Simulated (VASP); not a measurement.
# Si2B2C (P-3m1) in VASP: a series of runs

Runs on Si2B2C. Level: PBE. Tasks: single point, relaxation of cell and atoms.

All numbers are computed with VASP 6.6.1; they aren't measurements. Logs are shortened: lines on timing, memory, paths and dates and some standing lists are left out, and cuts for length are marked.

## (1) The cell of the first run

Symmetry: P-3m1, No. 164, trigonal system. The conventional cell has a = 3.411 Å, b = 3.411 Å, c = 5.318 Å, α = 90.00°, β = 90.00°, γ = 120.00°. Within 2.6 Å of Si (site symmetry 3m) lie 4 B at 1.99 to 2.35 Å and 3 C at 2.56 Å. Within 2.6 Å of B (site symmetry 3m) lie 4 Si at 1.99 to 2.35 Å and 3 C at 2.38 Å. C (site symmetry -3m) has 6 B at 2.38 Å and 6 Si at 2.56 Å within 3.1 Å.

## (2) Single point, PBE

Input file INCAR:

```
SYSTEM = Si2B2C
PREC = Accurate
ENCUT = 520
EDIFF = 1E-6
ISMEAR = 0
SIGMA = 0.1
LREAL = .FALSE.
LASPH = .TRUE.
NELM = 80
ALGO = Normal
ISIF = 2
LWAVE = .FALSE.
LCHARG = .FALSE.
GGA = PE
NBANDS = 17
```

Input file KPOINTS:

```
Automatic mesh
0
G
  6 6 4
  0 0 0
```

Input file POSCAR:

```
Si2B2C
1.0
    3.4107117574      0.0000000000      0.0000000000
   -1.7053558787      2.9537630269      0.0000000000
    0.0000000000      0.0000000000      5.3176931517
Si B C
2 2 1
Direct
    0.3333333333      0.6666666667      0.6927113034
    0.6666666667      0.3333333333      0.3072886966
    0.3333333333      0.6666666667      0.2510487376
    0.6666666667      0.3333333333      0.7489512624
    0.0000000000      0.0000000000      0.0000000000
```

Potentials or basis: VASP PAW PBE potentials, release 64 (Si, B, C).

Launch:

```console
$ cat potpaw_PBE.64/Si/POTCAR potpaw_PBE.64/B/POTCAR potpaw_PBE.64/C/POTCAR > POTCAR
$ mpirun -np 1 vasp_std > vasp.out
```

OUTCAR:

```text
SYSTEM = Si2B2C
   PREC = Accurate
   ENCUT = 520
   EDIFF = 1E-6
   ISMEAR = 0
   LREAL = .FALSE.
   LASPH = .TRUE.
   NELM = 80
   ISIF = 2
   GGA = PE

 ion  position               nearest neighbor table
   1  0.333  0.667  0.693-   4 1.99   4 1.99   4 1.99   3 2.35   5 2.56   5 2.56   5 2.56   2 2.84
                             2 2.84   2 2.84
   2  0.667  0.333  0.307-   3 1.99   3 1.99   3 1.99   4 2.35   5 2.56   5 2.56   5 2.56   1 2.84
                             1 2.84   1 2.84
   3  0.333  0.667  0.251-   2 1.99   2 1.99   2 1.99   1 2.35
   4  0.667  0.333  0.749-   1 1.99   1 1.99   1 1.99   2 2.35
   5  0.000  0.000  0.000-   1 2.56   2 2.56   2 2.56   1 2.56   2 2.56   1 2.56

  LATTYP: Found a hexagonal cell.
 ALAT       =     3.4107117574
 C/A-ratio  =     1.5591153782

  Lattice vectors:

 A1 = (   3.4107117574,   0.0000000000,   0.0000000000)
 A2 = (  -1.7053558787,   2.9537630269,   0.0000000000)
 A3 = (   0.0000000000,   0.0000000000,   5.3176931517)

Analysis of symmetry for initial positions (statically):
=====================================================================
 Subroutine PRICEL returns:
 Original cell was already a primitive cell.

 Routine SETGRP: Setting up the symmetry group for a
 hexagonal supercell.

 Subroutine GETGRP returns: Found 12 space group operations
 (whereof 12 operations were pure point group operations)
 out of a pool of 24 trial point group operations.

The static configuration has the point symmetry D_3d.

Analysis of symmetry for dynamics (positions and initial velocities):
=====================================================================
 Subroutine PRICEL returns:
 Original cell was already a primitive cell.

 Routine SETGRP: Setting up the symmetry group for a
 hexagonal supercell.

 Subroutine GETGRP returns: Found 12 space group operations
 (whereof 12 operations were pure point group operations)
 out of a pool of 24 trial point group operations.

The dynamic configuration has the point symmetry D_3d.

 Subroutine INISYM returns: Found 12 space group operations
 (whereof 12 operations are pure point group operations),
 and found     1 'primitive' translations

----------------------------------------------------------------------------------------

                                     Primitive cell

  volume of cell :      53.5728

  direct lattice vectors                    reciprocal lattice vectors
     3.410711757  0.000000000  0.000000000     0.293193935  0.169275597  0.000000000
    -1.705355879  2.953763027  0.000000000     0.000000000  0.338551194  0.000000000
     0.000000000  0.000000000  5.317693152     0.000000000  0.000000000  0.188051467

  length of vectors
     3.410711757  3.410711757  5.317693152     0.338551194  0.338551194  0.188051467

  position of ions in fractional coordinates (direct lattice)
     0.333333333  0.666666667  0.692711303
     0.666666667  0.333333333  0.307288697
     0.333333333  0.666666667  0.251048738
     0.666666667  0.333333333  0.748951262
     0.000000000  0.000000000  0.000000000

  ion indices of the primitive-cell ions
   primitive index   ion index
                 1           1
                 2           2
                 3           3
                 4           4
                 5           5

----------------------------------------------------------------------------------------

 KPOINTS: Automatic mesh

Automatic generation of k-mesh.
 Grid dimensions read from file:
 generate k-points for:    6    6    4

 Generating k-lattice:

  Cartesian coordinates                     Fractional coordinates (reciprocal lattice)
     0.048865656  0.028212600  0.000000000     0.166666667 -0.000000000  0.000000000
     0.000000000  0.056425199  0.000000000     0.000000000  0.166666667  0.000000000
     0.000000000  0.000000000  0.047012867     0.000000000  0.000000000  0.250000000

  Length of vectors
     0.056425199  0.056425199  0.047012867

  Shift w.r.t. Gamma in fractional coordinates (k-lattice)
     0.000000000  0.000000000  0.000000000

 Subroutine IBZKPT returns following result:
 ===========================================

 Found     24 irreducible k-points:

 Following reciprocal coordinates:
            Coordinates               Weight
  0.000000  0.000000  0.000000      1.000000
  0.166667  0.000000  0.000000      6.000000
  0.333333 -0.000000  0.000000      6.000000
  0.500000  0.000000  0.000000      3.000000
  0.166667  0.166667  0.000000      6.000000
  0.333333  0.166667  0.000000     12.000000
[... 16 lines left out ...]
  0.333333  0.166667  0.500000     12.000000
  0.333333  0.333333  0.500000      2.000000
   k-points           NKPTS =     24   k-points in BZ     NKDIM =     24   number of bands    NBANDS=     17
   number of dos      NEDOS =    301   number of ions     NIONS =      5
   total plane-waves  NPLWV =  31360
   dimension x,y,z NGX =    28 NGY =   28 NGZ =   40
   dimension x,y,z NGXF=    56 NGYF=   56 NGZF=   80
   ions per type =               2   2   1
   NGX,Y,Z   is equivalent  to a cutoff of  13.65, 13.65, 12.51 a.u.
   NGXF,Y,Z  is equivalent  to a cutoff of  27.30, 27.30, 25.01 a.u.
 SYSTEM =  Si2B2C
   PREC   = accura    normal or accurate (medium, high low for compatibility)
   ISTART =      0    job   : 0-new  1-cont  2-samecut
   ICHARG =      2    charge: 1-file 2-atom 10-const
   ISPIN  =      1    spin polarized calculation?
   LNONCOLLINEAR =      F non collinear calculations
   LSORBIT =      F    spin-orbit coupling
   LASPH  =      T    aspherical Exc in radial PAW
   ENCUT  =  520.0 eV  38.22 Ry    6.18 a.u.   6.34  6.34  9.89*2*pi/ulx,y,z
   NELM   =     80;   NELMIN=  2; NELMDL= -5     # of ELM steps
   EDIFF  = 0.1E-05   stopping-criterion for ELM
   LREAL  =      F    real-space projection
   EDIFFG = 0.1E-04   stopping-criterion for IOM
   NSW    =      0    number of steps for IOM
   IBRION =     -1    ionic relax: 0-MD 1-quasi-New 2-CG
   NFREE  =      0    steps in history (QN), initial steepest desc. (CG)
   ISIF   =      2    stress and relaxation
   ISYM   =      2    0-nonsym 1-usesym 2-fastsym
   POTIM  = 0.5000    time-step for ionic-motion
   TEBEG  =    0.0;   TEEND  =   0.0 temperature during run
   PSTRESS=    0.0 pullay stress
   NELECT =      18.0000    total number of electrons
   NUPDOWN=      -1.0000    fix difference up-down
   EMIN   =  10.00;   EMAX   =-10.00  energy-range for DOS
   EFERMI =   0.00;   METHOD = LEGACY
   ISMEAR =     0;   SIGMA  =   0.10  broadening in eV -4-tet -1-fermi 0-gaus
   EFERMI_NEDOS =   21; number of points for ismear=-14 and -15
   IALGO  =     38    algorithm
   IMIX   =      4    mixing-type and parameters
     AMIX     =   0.40;   BMIX     =  1.00
     AMIX_MAG =   1.60;   BMIX_MAG =  1.00
  volume/ion in A,a.u.               =      10.71        72.31
  Fermi-wavevector in a.u.,A,eV,Ry     =   1.138110  2.150717 17.623559  1.295295
  Thomas-Fermi vector in A             =   2.274815
   LORBIT       =      0    0 simple, 1 ext, 2 COOP (PROOUT), +10 PAW based schemes
   GGA     = PE    functional components
   LHFCALC =     F    Hartree Fock is set to
   AEXX    =    0.0000 exact exchange contribution
   IVDW    =     0    specifies the selected vdW correction
   LEPSILON=     F    determine dielectric tensor
   LRPA    =     F    only Hartree local field effects (RPA)
 non-spin polarized calculation
 Gauss-broadening in eV      SIGMA  =   0.10
  energy-cutoff  :      520.00
  volume of cell :       53.57
 maximum number of plane-waves:      1464
 NGX is ok and might be reduce to    28
   NGX = 13   NGY = 13   NGZ = 19

 number of electron      18.0000000 magnetization

 Free energy of the ion-electron system (eV)
  ---------------------------------------------------
  ext. energy  EPLUGINS =         0.00000000
  ---------------------------------------------------
  free energy    TOTEN  =       -26.77797780 eV

  energy without entropy =      -26.77256815  energy(sigma->0) =      -26.77527297

 E-fermi :   8.0380     XC(G=0): -11.2200

 val. band max:        8.0006535502   @ k =   0.0000   0.0000   0.0000
 cond. band min:       8.1174737236   @ k =   0.1667   0.1667   0.2500
 fundamental gap:      0.1168201735
 Fermi energy:         8.0380252651

 k-point     1 :       0.0000    0.0000    0.0000
  band No.  band energies     occupation
      1      -7.0892      2.00000
      2      -2.6499      2.00000
      3      -2.3243      2.00000
      4       5.8905      2.00000
      5       5.8905      2.00000
      6       6.2943      2.00000
[... 9 lines left out ...]
     16      13.4473      0.00000
     17      13.4473      0.00000

 k-point     2 :       0.1667    0.0000    0.0000
  band No.  band energies     occupation
      1      -6.6821      2.00000
      2      -2.2503      2.00000
      3      -2.0165      2.00000
      4       3.0743      2.00000
      5       4.4776      2.00000
      6       5.2737      2.00000
[... 9 lines left out ...]
     16      13.5974      0.00000
     17      14.7793      0.00000

 k-point     3 :       0.3333   -0.0000    0.0000
  band No.  band energies     occupation
      1      -5.4810      2.00000
      2      -1.6812      2.00000
      3      -1.0610      2.00000
      4       0.5383      2.00000
      5       3.3843      2.00000
      6       3.3873      2.00000
[... 9 lines left out ...]
     16      15.2607      0.00000
     17      16.1056      0.00000

 k-point     4 :       0.5000    0.0000    0.0000
  band No.  band energies     occupation
      1      -3.7934      2.00000
      2      -3.3060      2.00000
      3       0.7095      2.00000
      4       0.9534      2.00000
      5       1.0366      2.00000
      6       2.0432      2.00000
[... 9 lines left out ...]
     16      16.6200      0.00000
     17      16.7289      0.00000
[... 343 lines left out ...]
      1      -5.0470      2.00000
      2      -4.3798      2.00000
      3       1.1310      2.00000
      4       2.3052      2.00000
      5       2.7642      2.00000
      6       3.2181      2.00000
[... 9 lines left out ...]
     16      13.6818      0.00000
     17      15.2109      0.00000

 k-point    23 :       0.3333    0.1667    0.5000
  band No.  band energies     occupation
      1      -3.6762      2.00000
      2      -2.8336      2.00000
      3      -0.8400      2.00000
      4      -0.2451      2.00000
      5       1.5612      2.00000
      6       2.4209      2.00000
[... 9 lines left out ...]
     16      15.4048      0.00000
     17      16.2380      0.00000

 k-point    24 :       0.3333    0.3333    0.5000
  band No.  band energies     occupation
      1      -2.8385      2.00000
      2      -1.2639      2.00000
      3      -1.2639      2.00000
      4      -0.5448      2.00000
      5      -0.5448      2.00000
      6       0.8574      2.00000
[... 9 lines left out ...]
     16      15.8513      0.00000
     17      15.8513      0.00000

------------------------ aborting loop because EDIFF is reached ----------------------------------------

  FORCE on cell =-STRESS in cart. coord.  units (eV):
  Direction    XX          YY          ZZ          XY          YZ          ZX
  --------------------------------------------------------------------------------------
  -------------------------------------------------------------------------------------
  Total       -0.1157477     -0.1157477      0.0573920      0.0000000     -0.0000000      0.0000000
  in kB       -3.4616184     -3.4616184      1.7163994      0.0000000     -0.0000000      0.0000000
  external PRESSURE =      -1.7356125 kB  Pullay stress =       0.0000000 kB

 VOLUME and BASIS-vectors are now :
 -----------------------------------------------------------------------------
  energy-cutoff  :      520.00
  volume of cell :       53.57
      direct lattice vectors                 reciprocal lattice vectors
     3.410711757  0.000000000  0.000000000     0.293193935  0.169275597  0.000000000
    -1.705355879  2.953763027  0.000000000     0.000000000  0.338551194  0.000000000
     0.000000000  0.000000000  5.317693152     0.000000000  0.000000000  0.188051467

 POSITION                                       TOTAL-FORCE (eV/Angst)
 -----------------------------------------------------------------------------------
     -0.00000      1.96918      3.68363        -0.000000     -0.000000      0.009282
      1.70536      0.98459      1.63407         0.000000      0.000000     -0.009282
     -0.00000      1.96918      1.33500         0.000000      0.000000      0.013772
      1.70536      0.98459      3.98269        -0.000000     -0.000000     -0.013772
      0.00000      0.00000      0.00000        -0.000000      0.000000      0.000000
 -----------------------------------------------------------------------------------
    total drift:                                0.000000      0.000000      0.000000

  FREE ENERGIE OF THE ION-ELECTRON SYSTEM (eV)
  ---------------------------------------------------
  free  energy   TOTEN  =       -26.7779777983 eV

  energy  without entropy=      -26.7725681465  energy(sigma->0) =      -26.77527297
```

Wall time 18 s (1 thread of Intel Xeon Platinum 8488C (Sapphire Rapids), shared host); peak memory 0.18 GiB.

What came out:

```
Free energy            : -26.7780 eV
Pressure               : -0.2 GPa
Largest force          : 0.014 eV/Å
Band gap on the k mesh : zero (band 9 reaches 8.18 eV, above the bottom of band 10 at 7.13 eV)
```

Forces in eV/Å, atoms in the order of the input:
```
Si   0.000  0.000  0.009
Si   0.000  0.000 -0.009
B    0.000  0.000  0.014
B    0.000  0.000 -0.014
C    0.000  0.000  0.000
```

Stress tensor (GPa, compression positive):
```
-0.35  0.00  0.00
 0.00 -0.35  0.00
 0.00  0.00  0.17
```

Levels at points of the mesh, in eV from the Fermi level:
| k point | band 5 | band 6 | band 7 | band 8 | band 9 | band 10 | band 11 | band 12 | band 13 | band 14 |
| --- | --- | --- | --- | --- | --- | --- | --- | --- | --- | --- |
| (0.00, 0.00, 0.00) | -2.15 | -1.74 | -1.74 | -1.01 | -0.04 | 0.25 | 0.25 | 2.33 | 4.16 | 5.35 |
| (0.50, 0.00, 0.00) | -7.00 | -5.99 | -5.03 | -1.81 | -0.75 | 0.37 | 0.46 | 1.53 | 4.53 | 5.99 |
| (0.00, 0.00, 0.50) | -2.05 | -2.05 | -0.96 | -0.96 | -0.90 | -0.90 | 0.75 | 2.75 | 3.11 | 3.62 |
| (0.50, 0.00, 0.50) | -4.28 | -3.92 | -3.62 | -2.78 | -1.19 | -0.86 | 1.97 | 1.98 | 2.25 | 4.10 |

## (3) Single point, PBE

This run uses another cell than the first one, of 11.36 Å³/atom, 1.060 times its volume.

Input file INCAR:

```
  PREC = Accurate
  ENCUT = 520
  EDIFF = 1E-6
  ISMEAR = 0
  SIGMA = 0.1
  LREAL = False
  LASPH = True
  NELM = 60
  ALGO = Normal
  ISIF = 2
  LWAVE = False
  LCHARG = False
  GGA = PE
  NBANDS = 17
```

Input file KPOINTS:

```
regular mesh
0
Gamma
  6 6 4
```

Input file POSCAR:

```
Si2B2C
1.0
    3.9976192800      0.0000000000      0.0000000000
   -1.9988096400      3.4620398500      0.0000000000
    0.0000000000      0.0000000000      4.1034373400
Si B C
2 2 1
Direct
    0.3333333300      0.6666666700      0.8368567900
    0.6666666700      0.3333333300      0.1631432100
    0.3333333300      0.6666666700      0.3425976500
    0.6666666700      0.3333333300      0.6574023500
    0.0000000000      0.0000000000      0.0000000000
```

Potentials or basis: VASP PAW PBE potentials, release 64 (Si, B, C).

Launch:

```console
$ cat potpaw_PBE.64/Si/POTCAR potpaw_PBE.64/B/POTCAR potpaw_PBE.64/C/POTCAR > POTCAR
$ mpirun -np 1 vasp_std > vasp.out
```

OUTCAR:

```text
PREC = Accurate
   ENCUT = 520
   EDIFF = 1E-6
   ISMEAR = 0
   LREAL = False
   LASPH = True
   NELM = 60
   ISIF = 2
   GGA = PE

 ion  position               nearest neighbor table
   1  0.333  0.667  0.837-   3 2.03   3 2.08   5 2.40   5 2.40   5 2.40   4 2.42   4 2.42   4 2.42
                             2 2.67   2 2.67   2 2.67
   2  0.667  0.333  0.163-   4 2.03   4 2.08   5 2.40   5 2.40   5 2.40   3 2.42   3 2.42   3 2.42
                             1 2.67   1 2.67   1 2.67
   3  0.333  0.667  0.343-   1 2.03   1 2.08   2 2.42   2 2.42   2 2.42
   4  0.667  0.333  0.657-   2 2.03   2 2.08   1 2.42   1 2.42   1 2.42
   5  0.000  0.000  0.000-   1 2.40   2 2.40   1 2.40   2 2.40   2 2.40   1 2.40

  LATTYP: Found a hexagonal cell.
 ALAT       =     3.9976192800
 C/A-ratio  =     1.0264702696

  Lattice vectors:

 A1 = (   3.9976192800,   0.0000000000,   0.0000000000)
 A2 = (  -1.9988096400,   3.4620398500,   0.0000000000)
 A3 = (   0.0000000000,   0.0000000000,   4.1034373400)

Analysis of symmetry for initial positions (statically):
[... 183 lines left out ...]
 fundamental gap:      0.0280694499
 Fermi energy:         7.1825697152

 k-point     1 :       0.0000    0.0000    0.0000
  band No.  band energies     occupation
      1      -7.6058      2.00000
      2      -0.6183      2.00000
      3       0.8384      2.00000
      4       2.9975      2.00000
      5       3.0275      2.00000
      6       3.2248      2.00000
[... 457 lines left out ...]
      4      -1.2421      2.00000
      5      -1.2421      2.00000
      6       2.0472      2.00000
[... 9 lines left out ...]
     16      13.3825      0.00000
     17      15.0618      0.00000

------------------------ aborting loop because EDIFF is reached ----------------------------------------

  FORCE on cell =-STRESS in cart. coord.  units (eV):
  Direction    XX          YY          ZZ          XY          YZ          ZX
  --------------------------------------------------------------------------------------
  -------------------------------------------------------------------------------------
  Total       -4.6772672     -4.6772672     -2.1342533      0.0000000     -0.0000000      0.0000000
  in kB     -131.9536673   -131.9536672    -60.2109179      0.0000000     -0.0000000      0.0000000
  external PRESSURE =    -108.0394175 kB  Pullay stress =       0.0000000 kB

 VOLUME and BASIS-vectors are now :
 -----------------------------------------------------------------------------
  energy-cutoff  :      520.00
  volume of cell :       56.79
      direct lattice vectors                 reciprocal lattice vectors
     3.997619280  0.000000000  0.000000000     0.250148884  0.144423525  0.000000000
    -1.998809640  3.462039850  0.000000000     0.000000000  0.288847051  0.000000000
     0.000000000  0.000000000  4.103437340     0.000000000  0.000000000  0.243698128

 POSITION                                       TOTAL-FORCE (eV/Angst)
 -----------------------------------------------------------------------------------
     -0.00000      2.30803      3.43399         0.000000     -0.000000     -0.312109
      1.99881      1.15401      0.66945         0.000000      0.000000      0.312109
     -0.00000      2.30803      1.40583         0.000000      0.000000     -0.195622
      1.99881      1.15401      2.69761        -0.000000      0.000000      0.195622
      0.00000      0.00000      0.00000        -0.000000      0.000000      0.000000
 -----------------------------------------------------------------------------------
    total drift:                                0.000000      0.000000     -0.000000

  FREE ENERGIE OF THE ION-ELECTRON SYSTEM (eV)
  ---------------------------------------------------
  free  energy   TOTEN  =       -25.2194077970 eV

  energy  without entropy=      -25.2012675179  energy(sigma->0) =      -25.21033766
```

Wall time 19 s (1 thread of Intel Xeon Platinum 8488C (Sapphire Rapids), shared host); peak memory 0.17 GiB.

What came out:

| Property | Result |
| --- | --- |
| Free energy | -25.2194 eV |
| Pressure | -10.8 GPa |
| Largest force | 0.312 eV/Å |
| Band gap on the k mesh | zero (band 9 reaches 8.68 eV, above the bottom of band 10 at 5.46 eV) |

Forces in eV/Å, atoms in the order of the input:
```
Si   0.000  0.000 -0.312
Si   0.000  0.000  0.312
B    0.000  0.000 -0.196
B    0.000  0.000  0.196
C    0.000  0.000  0.000
```

Stress tensor (GPa, compression positive):
```
-13.20   0.00   0.00
  0.00 -13.20   0.00
  0.00   0.00  -6.02
```

Caveat: the k points lie up to 0.38 Å⁻¹ apart.

(Part 1 of 2 ends here.)
